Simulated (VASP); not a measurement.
Crystal: TePb.

```
Pb Te
1.0
     0.00000    3.29437    3.29437
     3.29437    0.00000    3.29437
     3.29437    3.29437    0.00000
Pb Te
1 1
Direct
  0.00000 0.00000 0.00000
  0.50000 0.50000 0.50000
```

Base run:

| Quantity | Value |
| --- | --- |
| Program | VASP 6.6.1 |
| Functional | b88 exchange, pbe correlation |
| Potentials or basis | VASP PAW PBE potentials, release 64 (Pb_d, Te) |
| Cutoff | 500 eV |
| k mesh | 7 × 7 × 7 |
| Occupations | fermi-dirac, width 0.05 eV |
| Spin | no spin polarisation |

Its results: pressure -0.6 GPa.

Problem. The run is repeated on the same cell with these changes: functional from b88 exchange, pbe correlation to revpbe exchange, lda correlation; occupations from fermi-dirac, width 0.05 eV to gaussian, width 0.01 eV. What comes out?

Solution. Pressure 5.2 GPa.

Caveats: the PAW data sets were made with another functional, which shifts forces and pressure a little; the cell stands under pressure (at least some runs).
